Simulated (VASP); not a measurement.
Set up this calculation in VASP 6.6.1, as the native input.

- Task: single point
- Functional: LDA
- Potentials or basis: VASP PAW LDA potentials, release 64 (Cs_sv, H)
- Cutoff: 520 eV
- k mesh: 8 × 8 × 8
- Occupations: gaussian, width 0.05 eV
- Spin: no spin polarisation
- Dipole correction: no
- Further INCAR settings: ALGO = Normal; EDIFF = 1e-06; NBANDS = 12

The structure of CsH lies in POSCAR:

```
CsH
1.0
    0.0000000000      3.1880000000      3.1880000000
    3.1880000000      0.0000000000      3.1880000000
    3.1880000000      3.1880000000      0.0000000000
Cs H
1 1
Direct
    0.0490119197      0.0490119197     -0.0490119197
    0.5000000000      0.5000000000      0.5000000000
```

This cell differs from its parent crystal: all Cs atoms moved +0.312 Å, as atom 1 along Cartesian [0 0 1].

The input as run:

INCAR

```
SYSTEM = CsH
PREC = Accurate ; ENCUT = 520
EDIFF = 1E-6 ; ISMEAR = 0
SIGMA = 0.05 ; LREAL = .FALSE.
LASPH = .TRUE. ; NELM = 80
ALGO = Normal ; ISIF = 2
LWAVE = .FALSE. ; LCHARG = .FALSE.
NBANDS = 12
```

KPOINTS

```
regular mesh
0
G
  8 8 8
  0 0 0
```

Potentials or basis: VASP PAW LDA potentials, release 64 (Cs_sv, H).

Run with:

```bash
$ cat potpaw_LDA.64/Cs_sv/POTCAR potpaw_LDA.64/H/POTCAR > POTCAR
$ mpirun -np 1 vasp_std > vasp.out
```

Results of the run:

```json
{"Pressure": "-1.0 GPa", "Largest force": "0.186 eV/Å", "Band gap on the k mesh": "2.03 eV"}
```

Caveat: the cell differs from its parent crystal (all Cs atoms moved +0.312 Å, as atom 1 along Cartesian [0 0 1]); spin-orbit coupling is left out, which moves the levels of the heavy elements.

It took 36 s on 1 thread of AMD EPYC 7R13 Processor (Zen 3), with other jobs on the host, peak memory 0.17 GiB.
